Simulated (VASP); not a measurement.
# Cd (Cmmm) in VASP: single point with PBE

Aim: the single point of Cd with PBE.

All numbers are computed with VASP 6.6.1; they aren't measurements. Logs are shortened: lines on timing, memory, paths and dates and some standing lists are left out, and cuts for length are marked.

## Step 1: The cell of the first run

Symmetry: Cmmm, No. 65, orthorhombic system. Conventional cell: a = 5.734 Å, b = 8.054 Å, c = 3.109 Å, α = 90.00°, β = 90.00°, γ = 90.00°. Within 4.0 Å of Cd (site symmetry mmm) lie 14 Cd at 3.03 to 3.56 Å. Within 3.7 Å of Cd (site symmetry m2m) lie 11 Cd at 2.84 to 3.56 Å.

## Step 2: Single point, PBE

The input, INCAR:

```
  PREC = Accurate
  ENCUT = 520
  EDIFF = 1E-6
  ISMEAR = 0
  SIGMA = 0.1
  LREAL = F
  LASPH = T
  NELM = 80
  ALGO = Fast
  ISIF = 2
  LWAVE = F
  LCHARG = F
  GGA = PE
  NBANDS = 25
```

The input, KPOINTS:

```
regular mesh
0
Gamma
  10 10 16
```

The input, POSCAR:

```
Cd
1.0
    2.8669539768     -4.0267737143      0.0000000000
    2.8669539768      4.0267737143      0.0000000000
    0.0000000000      0.0000000000      3.1091190531
Cd
3
Direct
    0.5000000000      0.5000000000      0.5000000000
    0.1764823166      0.8235176834      0.0000000000
    0.8235176834      0.1764823166      0.0000000000
```

Potentials or basis: VASP PAW PBE potentials, release 64 (Cd).

The run is started by

```sh
> cat potpaw_PBE.64/Cd/POTCAR > POTCAR
> mpirun -np 1 vasp_std > vasp.out
```

OUTCAR:

```text
PREC = Accurate
   ENCUT = 520
   EDIFF = 1E-6
   ISMEAR = 0
   LREAL = F
   LASPH = T
   NELM = 80
   ISIF = 2
   GGA = PE

 ion  position               nearest neighbor table
   1  0.500  0.500  0.500-   2 3.03   3 3.03   2 3.03   3 3.03   2 3.56   2 3.56   3 3.56   3 3.56
                             2 3.56   2 3.56   3 3.56   3 3.56
   2  0.176  0.824  0.000-   3 2.84   1 3.03   1 3.03   3 3.10   3 3.10   1 3.56   1 3.56   1 3.56
                             1 3.56
   3  0.824  0.176  0.000-   2 2.84   1 3.03   1 3.03   2 3.10   2 3.10   1 3.56   1 3.56   1 3.56
                             1 3.56

  LATTYP: Found a base centered orthorhombic cell.
 ALAT       =     5.7339079536
 B/A-ratio  =     1.4045477349
 C/A-ratio  =     0.5422338618

  Lattice vectors:

 A1 = (   2.8669539768,  -4.0267737143,   0.0000000000)
 A2 = (   2.8669539768,   4.0267737143,   0.0000000000)
 A3 = (   0.0000000000,   0.0000000000,   3.1091190531)

Analysis of symmetry for initial positions (statically):
=====================================================================
 Subroutine PRICEL returns:
 Original cell was already a primitive cell.

 Routine SETGRP: Setting up the symmetry group for a
 base centered orthorhombic supercell.

 Subroutine GETGRP returns: Found  8 space group operations
 (whereof  8 operations were pure point group operations)
 out of a pool of  8 trial point group operations.

The static configuration has the point symmetry D_2h.

Analysis of symmetry for dynamics (positions and initial velocities):
=====================================================================
 Subroutine PRICEL returns:
 Original cell was already a primitive cell.

 Routine SETGRP: Setting up the symmetry group for a
 base centered orthorhombic supercell.

 Subroutine GETGRP returns: Found  8 space group operations
 (whereof  8 operations were pure point group operations)
 out of a pool of  8 trial point group operations.

The dynamic configuration has the point symmetry D_2h.

 Subroutine INISYM returns: Found  8 space group operations
 (whereof  8 operations are pure point group operations),
 and found     1 'primitive' translations

----------------------------------------------------------------------------------------

                                     Primitive cell

  volume of cell :      71.7869

  direct lattice vectors                    reciprocal lattice vectors
     2.866953977 -4.026773714  0.000000000     0.174401125 -0.124168884  0.000000000
     2.866953977  4.026773714  0.000000000     0.174401125  0.124168884  0.000000000
     0.000000000  0.000000000  3.109119053     0.000000000  0.000000000  0.321634515

  length of vectors
     4.943109512  4.943109512  3.109119053     0.214087983  0.214087983  0.321634515

  position of ions in fractional coordinates (direct lattice)
     0.500000000  0.500000000  0.500000000
     0.176482317  0.823517683  0.000000000
     0.823517683  0.176482317  0.000000000

  ion indices of the primitive-cell ions
   primitive index   ion index
                 1           1
                 2           2
                 3           3

----------------------------------------------------------------------------------------

 KPOINTS: regular mesh

Automatic generation of k-mesh.
 Grid dimensions read from file:
 generate k-points for:   10   10   16

 Generating k-lattice:

  Cartesian coordinates                     Fractional coordinates (reciprocal lattice)
     0.017440113 -0.012416888  0.000000000     0.100000000 -0.000000000  0.000000000
     0.017440113  0.012416888  0.000000000    -0.000000000  0.100000000  0.000000000
     0.000000000  0.000000000  0.020102157     0.000000000  0.000000000  0.062500000

  Length of vectors
     0.021408798  0.021408798  0.020102157

  Shift w.r.t. Gamma in fractional coordinates (k-lattice)
     0.000000000  0.000000000  0.000000000

 Subroutine IBZKPT returns following result:
 ===========================================

 Found    279 irreducible k-points:

 Following reciprocal coordinates:
            Coordinates               Weight
  0.000000  0.000000  0.000000      1.000000
  0.100000 -0.000000  0.000000      4.000000
  0.200000 -0.000000  0.000000      4.000000
  0.300000  0.000000  0.000000      4.000000
  0.400000  0.000000  0.000000      4.000000
  0.500000  0.000000  0.000000      2.000000
[... 16 lines left out ...]
  0.300000  0.300000  0.000000      2.000000
  0.400000  0.300000  0.000000      4.000000
 [... further k-points ...]
   k-points           NKPTS =    279   k-points in BZ     NKDIM =    279   number of bands    NBANDS=     25
   number of dos      NEDOS =    301   number of ions     NIONS =      3
   total plane-waves  NPLWV =  38400
   dimension x,y,z NGX =    40 NGY =   40 NGZ =   24
   dimension x,y,z NGXF=    80 NGYF=   80 NGZF=   48
   ions per type =               3
   NGX,Y,Z   is equivalent  to a cutoff of  13.45, 13.45, 12.83 a.u.
   NGXF,Y,Z  is equivalent  to a cutoff of  26.91, 26.91, 25.67 a.u.
 SYSTEM =  unknown system
   PREC   = accura    normal or accurate (medium, high low for compatibility)
   ISTART =      0    job   : 0-new  1-cont  2-samecut
   ICHARG =      2    charge: 1-file 2-atom 10-const
   ISPIN  =      1    spin polarized calculation?
   LNONCOLLINEAR =      F non collinear calculations
   LSORBIT =      F    spin-orbit coupling
   LASPH  =      T    aspherical Exc in radial PAW
   ENCUT  =  520.0 eV  38.22 Ry    6.18 a.u.   9.19  9.19  5.78*2*pi/ulx,y,z
   NELM   =     80;   NELMIN=  2; NELMDL= -5     # of ELM steps
   EDIFF  = 0.1E-05   stopping-criterion for ELM
   LREAL  =      F    real-space projection
   EDIFFG = 0.1E-04   stopping-criterion for IOM
   NSW    =      0    number of steps for IOM
   IBRION =     -1    ionic relax: 0-MD 1-quasi-New 2-CG
   NFREE  =      0    steps in history (QN), initial steepest desc. (CG)
   ISIF   =      2    stress and relaxation
   ISYM   =      2    0-nonsym 1-usesym 2-fastsym
   POTIM  = 0.5000    time-step for ionic-motion
   TEBEG  =    0.0;   TEEND  =   0.0 temperature during run
   PSTRESS=    0.0 pullay stress
   NELECT =      36.0000    total number of electrons
   NUPDOWN=      -1.0000    fix difference up-down
   EMIN   =  10.00;   EMAX   =-10.00  energy-range for DOS
   EFERMI =   0.00;   METHOD = LEGACY
   ISMEAR =     0;   SIGMA  =   0.10  broadening in eV -4-tet -1-fermi 0-gaus
   EFERMI_NEDOS =   21; number of points for ismear=-14 and -15
   IALGO  =     68    algorithm
   IMIX   =      4    mixing-type and parameters
     AMIX     =   0.40;   BMIX     =  1.00
     AMIX_MAG =   1.60;   BMIX_MAG =  1.00
  volume/ion in A,a.u.               =      23.93       161.48
  Fermi-wavevector in a.u.,A,eV,Ry     =   1.300650  2.457873 23.016858  1.691691
  Thomas-Fermi vector in A             =   2.431835
   LORBIT       =      0    0 simple, 1 ext, 2 COOP (PROOUT), +10 PAW based schemes
   GGA     = PE    functional components
   LHFCALC =     F    Hartree Fock is set to
   AEXX    =    0.0000 exact exchange contribution
   IVDW    =     0    specifies the selected vdW correction
   LEPSILON=     F    determine dielectric tensor
   LRPA    =     F    only Hartree local field effects (RPA)
 non-spin polarized calculation
 RMM-DIIS sequential band-by-band and
 Gauss-broadening in eV      SIGMA  =   0.10
  energy-cutoff  :      520.00
  volume of cell :       71.79
 maximum number of plane-waves:      1958
 NGX is ok and might be reduce to    40
   NGX = 19   NGY = 19   NGZ = 11

 number of electron      36.0000005 magnetization

 Free energy of the ion-electron system (eV)
  ---------------------------------------------------
  ext. energy  EPLUGINS =         0.00000000
  ---------------------------------------------------
  free energy    TOTEN  =        -2.08809083 eV

  energy without entropy =       -2.08344736  energy(sigma->0) =       -2.08576909

 E-fermi :   2.2335     XC(G=0): -10.4815

 val. band max:        2.2253613251   @ k =   0.5000   0.0000   0.0000
 cond. band min:       2.2356353899   @ k =  -0.2000   0.2000   0.2500
 fundamental gap:      0.0102740648
 Fermi energy:         2.2334553878

 k-point     1 :       0.0000    0.0000    0.0000
  band No.  band energies     occupation
      1      -7.3919      2.00000
      2      -7.0799      2.00000
      3      -6.8515      2.00000
      4      -6.8354      2.00000
      5      -6.7934      2.00000
      6      -6.7732      2.00000
[... 17 lines left out ...]
     24      12.7267      0.00000
     25      13.8780      0.00000

 k-point     2 :       0.1000   -0.0000    0.0000
  band No.  band energies     occupation
      1      -7.3803      2.00000
      2      -7.0849      2.00000
      3      -6.8869      2.00000
      4      -6.8624      2.00000
      5      -6.8211      2.00000
      6      -6.7402      2.00000
[... 17 lines left out ...]
     24      12.0567      0.00000
     25      13.9075      0.00000

 k-point     3 :       0.2000   -0.0000    0.0000
  band No.  band energies     occupation
      1      -7.3473      2.00000
      2      -7.1000      2.00000
      3      -6.9611      2.00000
      4      -6.9195      2.00000
      5      -6.8445      2.00000
      6      -6.7183      2.00000
[... 17 lines left out ...]
     24      10.7344      0.00000
     25      13.9962      0.00000

 k-point     4 :       0.3000    0.0000    0.0000
  band No.  band energies     occupation
      1      -7.2982      2.00000
      2      -7.1254      2.00000
      3      -7.0340      2.00000
      4      -6.9622      2.00000
      5      -6.8925      2.00000
      6      -6.7497      2.00000
[... 17 lines left out ...]
     24      10.7875      0.00000
     25      14.1954      0.00000
[... 477 lines left out ...]
 k-point    22 :      -0.2000    0.2000    0.0000
  band No.  band energies     occupation
      1      -7.2973      2.00000
      2      -7.0560      2.00000
      3      -6.9855      2.00000
      4      -6.9422      2.00000
      5      -6.8874      2.00000
      6      -6.7575      2.00000
[... 17 lines left out ...]
     24      13.1880      0.00000
     25      14.0467      0.00000

 k-point    23 :       0.3000    0.3000    0.0000
  band No.  band energies     occupation
      1      -7.3455      2.00000
      2      -7.1339      2.00000
      3      -7.0485      2.00000
      4      -6.9540      2.00000
      5      -6.9080      2.00000
      6      -6.8905      2.00000
[... 17 lines left out ...]
     24      12.0044      0.00000
     25      14.1719      0.00000

 k-point    24 :       0.4000    0.3000    0.0000
  band No.  band energies     occupation
      1      -7.3359      2.00000
      2      -7.1112      2.00000
      3      -7.0616      2.00000
      4      -6.9715      2.00000
      5      -6.9050      2.00000
      6      -6.8450      2.00000
[... 17 lines left out ...]
     24      12.6539      0.00000
     25      13.1018      0.00000

 [... further k-points ...]

------------------------ aborting loop because EDIFF is reached ----------------------------------------

  FORCE on cell =-STRESS in cart. coord.  units (eV):
  Direction    XX          YY          ZZ          XY          YZ          ZX
  --------------------------------------------------------------------------------------
  -------------------------------------------------------------------------------------
  Total        0.0746215      0.1361486      0.1156302      0.0000000      0.0000000      0.0000000
  in kB        1.6654403      3.0386350      2.5806942      0.0000000      0.0000000      0.0000000
  external PRESSURE =       2.4282565 kB  Pullay stress =       0.0000000 kB

 VOLUME and BASIS-vectors are now :
 -----------------------------------------------------------------------------
  energy-cutoff  :      520.00
  volume of cell :       71.79
      direct lattice vectors                 reciprocal lattice vectors
     2.866953977 -4.026773714  0.000000000     0.174401125 -0.124168884  0.000000000
     2.866953977  4.026773714  0.000000000     0.174401125  0.124168884  0.000000000
     0.000000000  0.000000000  3.109119053     0.000000000  0.000000000  0.321634515

 POSITION                                       TOTAL-FORCE (eV/Angst)
 -----------------------------------------------------------------------------------
      2.86695      0.00000      1.55456         0.000000      0.000000      0.000000
      2.86695      2.60547      0.00000         0.000000     -0.002710      0.000000
      2.86695     -2.60547      0.00000         0.000000      0.002710      0.000000
 -----------------------------------------------------------------------------------
    total drift:                                0.000000      0.000000     -0.000000

  FREE ENERGIE OF THE ION-ELECTRON SYSTEM (eV)
  ---------------------------------------------------
  free  energy   TOTEN  =        -2.0880908294 eV

  energy  without entropy=       -2.0834473575  energy(sigma->0) =       -2.08576909
```

Run time: 8.6 min. Hardware: 1 thread of Oxide Virtual Turin-like, shared host; peak memory 0.44 GiB.

What came out:

- Free energy: -2.0881 eV
- Pressure: 0.2 GPa
- Band gap on the k mesh: zero (band 18 reaches 4.69 eV, above the bottom of band 19 at -0.25 eV)

Forces in eV/Å, atoms in the order of the input:
```
Cd   0.000  0.000  0.000
Cd   0.000 -0.003  0.000
Cd   0.000  0.003  0.000
```

Stress tensor (GPa, compression positive):
```
0.17 0.00 0.00
0.00 0.30 0.00
0.00 0.00 0.26
```

Levels at points of the mesh, in eV from the Fermi level:
```
           k point  band 14  band 15  band 16  band 17  band 18  band 19  band 20  band 21  band 22  band 23
(0.00, 0.00, 0.00)    -8.40    -8.13    -8.12    -0.89    -0.78     0.50     0.98     2.62     2.92     7.67
(0.50, 0.00, 0.00)    -8.30    -8.25    -6.21    -5.98    -1.30    -0.01     4.34     4.47     7.61     9.28
(0.50, 0.50, 0.00)    -8.30    -8.16    -5.57    -5.30    -2.81    -2.48     6.76     7.34     7.82     8.35
(0.00, 0.00, 0.50)    -8.17    -8.02    -3.63    -3.28     2.45     2.66     3.17     4.24     4.36     4.37
(0.50, 0.00, 0.50)    -8.23    -8.21    -2.21    -1.53    -1.35    -1.16     3.01     3.35     3.62     4.57
(0.50, 0.50, 0.50)    -8.23    -8.01    -1.49    -1.01    -0.81    -0.03     0.96     1.02     1.64     3.31
```
